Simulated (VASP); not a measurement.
## Sc2SbP3: single point with PBE

Crystal: Sc2SbP3.

```
CELL_PARAMETERS angstrom
5.92949 0.00000 0.00000
-2.96474 5.13509 0.00000
0.00000 0.00000 3.90666
ATOMIC_POSITIONS crystal
Sc 0.33333 0.66667 0.00000
Sc 0.66667 0.33333 0.00000
Sb 0.00000 0.00000 0.00000
P 0.50000 0.00000 0.50000
P 0.50000 0.50000 0.50000
P 0.00000 0.50000 0.50000
```

The cell was generated, and may not be a known phase.

```
Program             : VASP 6.6.1
Task                : single point
Functional          : PBE
Potentials or basis : VASP PAW PBE potentials, release 64 (Sc_sv, Sb, P)
Cutoff              : 520 eV
k mesh              : 3 × 3 × 4
Occupations         : gaussian, width 0.1 eV
Spin                : collinear spin
Starting moments    : [1.0, 1.0, 0.0, 0.0, 0.0, 0.0] μB
```

* Pressure: -0.1 GPa
* Band gap on the k mesh: zero (filled and empty bands overlap)
* Net moment: 0.00 μB per cell
* Valence electrons inside the program's atomic spheres: Sc 9.58; Sb 2.30; P 2.47

Stress tensor (GPa, compression positive):
```
-0.70  0.00  0.00
 0.00 -0.70  0.00
 0.00  0.00  0.97
```

Levels at points of the mesh, in eV from the Fermi level:
Spin up:
| k point | band 19 | band 20 | band 21 | band 22 | band 23 | band 24 |
| --- | --- | --- | --- | --- | --- | --- |
| (0.00, 0.00, 0.00) | -0.11 | 0.63 | 0.63 | 1.48 | 1.48 | 1.65 |
| (0.00, 0.00, 0.50) | -2.10 | -2.10 | -1.87 | 1.15 | 1.15 | 2.02 |
Spin down:
```csv
k point,band 17,band 18,band 19,band 20,band 21,band 22,band 23,band 24,band 25,band 26
"(0.00, 0.00, 0.00)",-2.32,-2.29,-0.11,0.63,0.63,1.48,1.48,1.65,1.65,1.83
"(0.00, 0.00, 0.50)",-2.87,-2.87,-2.10,-2.10,-1.87,1.15,1.15,2.02,2.02,2.24
```

Run time: 62 s on 1 thread of Intel(R) Xeon(R) 6975P-C (Granite Rapids), on a shared host, peak memory 0.32 GiB.

Caveat: the k points lie up to 0.41 Å⁻¹ apart, too coarse for converged energies and pressures of a metal; spin-orbit coupling is left out, which moves the levels of the heavy elements.
